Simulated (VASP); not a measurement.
Crystal: BiAsCl6.

```
CELL_PARAMETERS angstrom
4.69232 0.00000 0.00000
0.00000 4.69232 0.00000
0.00000 0.00000 10.44714
ATOMIC_POSITIONS crystal
Bi 0.50000 0.50000 0.50000
Cl 0.50000 0.50000 0.00000
Cl 0.00000 0.00000 0.50000
Cl 0.00000 0.50000 0.25110
Cl 0.50000 0.00000 0.74890
Cl 0.50000 0.00000 0.25110
Cl 0.00000 0.50000 0.74890
As 0.00000 0.00000 0.00000
```

```yaml
Program: VASP 6.6.1
Task: relaxation of cell and atoms
Functional: PBEsol
Potentials_or_basis: VASP PAW PBE potentials, release 64 (Bi_d, Cl, As)
Cutoff: 600 eV
k_mesh: 4 × 4 × 2
Occupations: fermi-dirac, width 0.03 eV
Spin: no spin polarisation
```

At the start: pressure -9.6 GPa; volume 28.75 Å³/atom.

**Question.** How do energy, volume and symmetry change on relaxing?

**Answer.** Over 16 steps the energy falls by 514.9 meV/atom and the volume is 19.44 Å³/atom (-32.4 %); space group P4/mmm (No. 123, to 0.05 Å).

Step by step:
| step | energy change (eV) | largest force (eV/Å) | pressure (GPa) | volume (Å³) |
| --- | --- | --- | --- | --- |
| 1 | 0.0000 | 0.2816 | -9.57 | 230.02 |
| 2 | -2.8902 | 0.0400 | -5.41 | 177.40 |
| 3 | -3.3116 | 0.1626 | -0.28 | 159.80 |
| 4 | -3.3207 | 0.2054 | 0.93 | 156.90 |
| 5 | -3.6793 | 0.3576 | 1.41 | 154.55 |
| 6 | -3.8465 | 0.4570 | 6.29 | 144.94 |
| 7 | -3.9602 | 0.4490 | 4.44 | 147.83 |
| 8 | -4.0625 | 0.1266 | -1.71 | 160.20 |
| 9 | -4.0877 | 0.2183 | 0.00 | 156.13 |
| 10 | -4.1006 | 0.1636 | 0.03 | 155.88 |
| 11 | -4.1179 | 0.0237 | 0.17 | 155.23 |
| 12 | -4.1186 | 0.0150 | 0.23 | 155.05 |
| 13 | -4.1186 | 0.0212 | -0.30 | 156.21 |
| 14 | -4.1191 | 0.0185 | -0.04 | 155.62 |
| 15 | -4.1194 | 0.0109 | -0.03 | 155.60 |
| 16 | -4.1195 | 0.0009 | 0.00 | 155.56 |

Final structure:
```cif
data_structure
_symmetry_space_group_name_H-M 'P 1'
_symmetry_Int_Tables_number 1
_cell_length_a 4.5011
_cell_length_b 4.5011
_cell_length_c 7.6781
_cell_angle_alpha 90.000
_cell_angle_beta 90.000
_cell_angle_gamma 90.000
_cell_volume 155.56
loop_
_atom_site_label
_atom_site_type_symbol
_atom_site_fract_x
_atom_site_fract_y
_atom_site_fract_z
_atom_site_occupancy
Bi1 Bi 0.50000 0.50000 0.50000 1
Cl1 Cl 0.50000 0.50000 0.00000 1
Cl2 Cl 0.00000 0.00000 0.50000 1
Cl3 Cl 0.00000 0.50000 0.24061 1
Cl4 Cl 0.50000 0.00000 0.75939 1
Cl5 Cl 0.50000 0.00000 0.24061 1
Cl6 Cl 0.00000 0.50000 0.75939 1
As1 As 0.00000 0.00000 0.00000 1
```

Caveat: the volume moved by over 15 % at a fixed basis, so the end points are rough; the PAW data sets were made with another functional, which shifts forces and pressure a little.
